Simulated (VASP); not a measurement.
Ga2O3: single point with PBE

Ga2O3:

```xyz
10
Lattice="2.5289 1.4601 4.5410 -2.5289 1.4601 4.5410 0.0000 -2.9201 4.5410" Properties=species:S:1:pos:R:3 pbc="T T T"
Ga    0.0000    0.0000   11.6591
Ga    0.0000    0.0000    4.8476
Ga    0.0000    0.0000    1.9639
Ga    0.0000    0.0000    8.7754
O     0.9957   -1.4601    5.6763
O    -1.7623   -0.1323    5.6763
O    -0.9957    1.4601    7.9468
O    -0.7666   -1.5923    7.9468
O     1.7623    0.1323    7.9468
O     0.7666    1.5923    5.6763
```

```json
{
 "Program": "VASP 6.6.1",
 "Task": "single point",
 "Functional": "PBE",
 "Potentials or basis": "VASP PAW PBE potentials, release 64 (Ga_d, O)",
 "Cutoff": "520 eV",
 "k mesh": "6 × 6 × 6",
 "Occupations": "fermi-dirac, width 0.02 eV",
 "Spin": "no spin polarisation"
}
```

```yaml
Pressure: 1.0 GPa
Largest_force: 0.011 eV/Å
Band_gap_on_the_k_mesh: 2.39 eV (least direct gap 2.62 eV)
```

Forces in eV/Å, atoms in the order of the input:
```
Ga   0.000  0.000  0.011
Ga   0.000  0.000  0.011
Ga   0.000  0.000 -0.011
Ga   0.000  0.000 -0.011
O    0.001  0.000  0.000
O   -0.001 -0.001  0.000
O   -0.001  0.000  0.000
O    0.001 -0.001  0.000
O    0.001  0.001  0.000
O   -0.001  0.001  0.000
```

Stress tensor (GPa, compression positive):
```
1.01 0.00 0.00
0.00 1.01 0.00
0.00 0.00 0.89
```

Levels at points of the mesh, in eV from the valence-band top:
```tsv
k point	band 42	band 43	band 44	band 45	band 46	band 47
(0.00, 0.00, 0.00)	-0.31	-0.23	-0.23	2.39	6.30	6.55
(0.50, 0.00, 0.00)	-0.93	-0.15	-0.15	6.00	6.00	6.37
(0.50, 0.50, 0.00)	-0.69	-0.25	-0.15	6.12	6.34	7.23
(0.50, 0.50, 0.50)	-0.29	-0.29	-0.29	5.47	5.47	7.48
```

It took 2.8 min on 1 thread of Intel(R) Xeon(R) Platinum 8488C (Sapphire Rapids), on a shared host, peak memory 0.3 GiB.

A k mesh can miss the band edges.
